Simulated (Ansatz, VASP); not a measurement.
# One calculation of LiTa4O, two programs

```xyz
6
Lattice="5.1110 0.0000 0.0000 -2.5555 4.4263 0.0000 0.0000 0.0000 3.8595" Properties=species:S:1:pos:R:3 pbc="T T T"
Li    0.0000    0.0000    0.0000
Ta    2.5555    1.4754    0.0000
Ta    2.5555    0.0403    1.9298
Ta    3.7984    2.1930    1.9298
Ta    1.3126    2.1930    1.9298
O     0.0000    2.9509    0.0000
```

Change from the starting cell: species swapped into the NdGaCo4 type (P-6m2, No. 187).

Alike in both runs: task relaxation of cell and atoms; functional PBE; k mesh 6 × 6 × 4; occupations gaussian, width 0.1 eV; no spin polarisation.

|  | VASP | Ansatz |
| --- | --- | --- |
| version | VASP 6.6.1 | Ansatz 0.2.0 |
| potentials or method | VASP PAW PBE potentials, release 64 (Li_sv, Ta_pv, O), cutoff 600 eV | scalar-relativistic, plane waves, PAW |
| valence electrons in the cell | 53 | 61 |

Ansatz gave:

* gap on the k mesh at the Fermi level, each at its own relaxed structure (eV): none
* relaxed volume (Å³/atom): 19.38
* relaxed length of the cell vector where the two differ most in proportion (Å): 5.507

Question: Which values does VASP return?

Answer: gap on the k mesh at the Fermi level, each at its own relaxed structure (eV): none; relaxed volume (Å³/atom): 19.45; relaxed length of the cell vector where the two differ most in proportion (Å): 5.517.

A gap of «none» marks a metal or a gap that the smearing closes. VASP's potentials hold 53 valence electrons a cell and Ansatz's 61, so a difference there can come from the potentials and not from the codes.

The k mesh is coarse, so the values compare programs but aren't converged. Spin-orbit coupling is off throughout. Noted on VASP's run: the cutoff is under 1.25 times that of the potentials, so the pressure is a little rough; the volume moved by over 15 % at a fixed basis, so the end points are rough.
